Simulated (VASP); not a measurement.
The system is Nb3Te2Mo.

```xyz
6
Lattice="4.9700 0.0000 0.0000 -2.4850 4.3041 0.0000 0.0000 0.0000 6.0400" Properties=species:S:1:pos:R:3 pbc="T T T"
Nb    0.0000    0.0000    3.0200
Nb    0.0000    2.8694    4.5300
Nb    2.4850    1.4347    1.5100
Te    2.4850    1.4347    4.5300
Te    0.0000    2.8694    1.5100
Mo    0.0000    0.0000    0.0000
```

```yaml
Program: VASP 6.6.1
Task: relaxation of cell and atoms
Functional: PBE
Potentials_or_basis: VASP PAW PBE potentials, release 64 (Nb_sv, Te, Mo_sv)
Cutoff: 600 eV
k_mesh: 4 × 4 × 3
Occupations: gaussian, width 0.2 eV
Spin: no spin polarisation
```

At the start: pressure -13.7 GPa; volume 21.53 Å³/atom.

**Question.** Where does the relaxation end?

**Answer.** Over 22 steps the energy falls by 278.9 meV/atom and the volume is 18.84 Å³/atom (-12.5 %); space group P-3m1 (No. 164, to 0.1 Å) before and after.

Step by step:
| step | energy change (eV) | largest force (eV/Å) | pressure (GPa) | volume (Å³) |
| --- | --- | --- | --- | --- |
| 1 | 0.0000 | 0.1482 | -13.74 | 129.21 |
| 2 | 0.4049 | 0.2911 | 34.06 | 97.44 |
| 3 | -0.9880 | 0.2325 | 1.24 | 112.72 |
| 4 | -0.9893 | 0.2345 | 1.76 | 112.35 |
| 5 | -1.0991 | 0.2777 | 2.29 | 112.80 |
| 6 | -1.1130 | 0.2735 | 1.90 | 112.72 |
| 7 | -1.1200 | 0.3143 | -2.24 | 115.91 |
| 8 | -1.1269 | 0.2982 | -0.58 | 114.57 |
| 9 | -1.1426 | 0.3580 | -0.71 | 114.65 |
| 10 | -1.2061 | 0.4834 | -1.12 | 114.87 |
| 11 | -1.3715 | 0.6319 | -1.92 | 115.33 |
| 12 | -1.5996 | 0.5591 | -3.16 | 116.24 |
| 13 | -1.6030 | 0.4882 | -3.34 | 116.44 |
| 14 | -1.6093 | 0.4557 | -3.10 | 116.22 |
| 15 | -1.6219 | 0.5008 | -2.38 | 115.58 |
| 16 | -1.6183 | 0.5914 | -0.79 | 114.31 |
| 17 | -1.6250 | 0.5424 | -1.75 | 115.07 |
| 18 | -1.6327 | 0.5024 | -1.58 | 114.87 |
| 19 | -1.6520 | 0.3767 | -1.02 | 114.29 |
| 20 | -1.6719 | 0.1077 | 0.21 | 113.14 |
| 21 | -1.6727 | 0.0359 | 0.56 | 112.84 |
| 22 | -1.6736 | 0.0122 | 0.23 | 113.05 |

Final structure:
```cif
data_structure
_symmetry_space_group_name_H-M 'P 1'
_symmetry_Int_Tables_number 1
_cell_length_a 4.8517
_cell_length_b 4.8517
_cell_length_c 5.5456
_cell_angle_alpha 90.000
_cell_angle_beta 90.000
_cell_angle_gamma 120.000
_cell_volume 113.05
loop_
_atom_site_label
_atom_site_type_symbol
_atom_site_fract_x
_atom_site_fract_y
_atom_site_fract_z
_atom_site_occupancy
Nb1 Nb 0.00000 0.00000 0.50000 1
Nb2 Nb 0.33333 0.66667 0.68129 1
Nb3 Nb 0.66667 0.33333 0.31871 1
Te1 Te 0.66667 0.33333 0.81070 1
Te2 Te 0.33333 0.66667 0.18930 1
Mo1 Mo 0.00000 0.00000 0.00000 1
```

Caveat: the k points lie up to 0.38 Å⁻¹ apart in the final cell, too coarse for converged energies and pressures of a metal.
